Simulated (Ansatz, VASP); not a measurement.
# EuS: VASP beside Ansatz

```
CELL_PARAMETERS angstrom
0.00000 2.93668 -2.93668
0.00000 2.93668 2.93668
5.87335 0.00000 0.00000
ATOMIC_POSITIONS crystal
Eu 0.00000 0.00000 0.00000
Eu 0.50000 0.50000 0.50000
S 0.00000 0.00000 0.50000
S 0.50000 0.50000 0.00000
```

Alike in both runs: task single point; functional r2SCAN; k mesh 6 × 6 × 6; occupations gaussian, width 0.05 eV; collinear spin.

```csv
,VASP,Ansatz
version,VASP 6.6.1,Ansatz 0.2.0
potentials or method,"VASP PAW PBE potentials, release 64 (Eu, S), cutoff 800 eV","scalar-relativistic, plane waves, PAW"
valence electrons in the cell,46,46
```

```tsv
	VASP	Ansatz	Ansatz less VASP
gap on the k mesh at the Fermi level (eV)	none	none	-
pressure (GPa)	-0.5	0.0	+0.42
net moment per atom (μB)	3.49	3.50	+0.003
size of the moment on the site where the two differ most (μB)	6.52	6.79	+0.269
```

VASP's potentials were made for PBE, not for r2SCAN. Site moments also hang on the region over which each program counts them. A gap of «none» marks a metal or a gap that the smearing closes. Ansatz's warnings: stability check not made.

Spin-orbit coupling is off throughout.
